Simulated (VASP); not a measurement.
A run of VASP 6.6.1 is set up as follows.

INCAR

```
SYSTEM = RbBr
PREC = Accurate ; ENCUT = 520
EDIFF = 1E-6 ; ISMEAR = 0
SIGMA = 0.05 ; LREAL = .FALSE.
LASPH = .TRUE. ; NELM = 60
ALGO = Normal ; ISIF = 2
LWAVE = .FALSE. ; LCHARG = .FALSE.
GGA = PE ; NBANDS = 15
```

File KPOINTS:

```
regular mesh
0
G
  8 8 8
  0 0 0
```

File POSCAR:

```
RbBr
1.0
    0.0000000000      3.4270000000      3.4270000000
    3.4270000000      0.0000000000      3.4270000000
    3.4270000000      3.4270000000      0.0000000000
Rb Br
1 1
Direct
    0.0000000000      0.0000000000      0.0000000000
    0.5000000000      0.5000000000      0.5000000000
```

Potentials or basis: VASP PAW PBE potentials, release 64 (Rb_sv, Br).

Run with:

```console
$ cat potpaw_PBE.64/Rb_sv/POTCAR potpaw_PBE.64/Br/POTCAR > POTCAR
$ mpirun -np 1 vasp_std > vasp.out
```

Question: Estimate the band gap on the k mesh.

Answer: 4.36 eV, direct.

Question: Predict the pressure.

Answer: 1.0 GPa.

A k mesh can miss the band edges.
